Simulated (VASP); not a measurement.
Set up this calculation in VASP 6.6.1, as the native input.

```
Task                   : single point
Functional             : PBE
Potentials or basis    : VASP PAW PBE potentials, release 64 (Re)
Cutoff                 : 520 eV
k mesh                 : 18 × 18 × 10
Occupations            : gaussian, width 0.15 eV
Spin                   : no spin polarisation
Dipole correction      : no
Further INCAR settings : ALGO = Normal; EDIFF = 1e-07; NBANDS = 14
```

The structure of Re lies in POSCAR:

```
Re
1.0
    2.7007363475      0.0000000000      0.0000000000
   -1.3503681738      2.3389062859      0.0000000000
    0.0000000000      0.0000000000      4.4842238099
Re
2
Direct
    0.3333333333      0.6666666667      0.2283240079
    0.6666666667      0.3333333333      0.7716759921
```

This cell differs from its parent crystal: atoms displaced along a vibrational mode, the cell strained.

These files were run (other wordings do the same):

INCAR

```
SYSTEM = Re
  PREC = Accurate
  ENCUT = 520
  EDIFF = 1E-7
  ISMEAR = 0
  SIGMA = 0.15
  LREAL = .FALSE.
  LASPH = .TRUE.
  NELM = 100
  ALGO = Normal
  ISIF = 2
  LWAVE = .FALSE.
  LCHARG = .FALSE.
  GGA = PE
  NBANDS = 14
```

KPOINTS

```
regular mesh
0
G
  18 18 10
  0 0 0
```

Potentials or basis: VASP PAW PBE potentials, release 64 (Re).

Launch:

```console
$ cat potpaw_PBE.64/Re/POTCAR > POTCAR
$ mpirun -np 1 vasp_std > vasp.out
```

Results of the run:

The pressure is 29.3 GPa and the largest force is 2.070 eV/Å. The band gap on the k mesh is zero (bands 7 and 8 overlap by 3.40 eV).

Caveat: the cell differs from its parent crystal (atoms displaced along a vibrational mode, the cell strained); the stress differs along the axes, from 23 to 33 GPa; spin-orbit coupling is left out, which moves the levels of the heavy elements; forces of over 1 eV/Å act on the atoms, so gaps and moduli don't describe the material at rest.

It took 60 s on 1 thread of Intel(R) Xeon(R) 6975P-C (Granite Rapids), with other jobs on the host, peak memory 0.23 GiB.
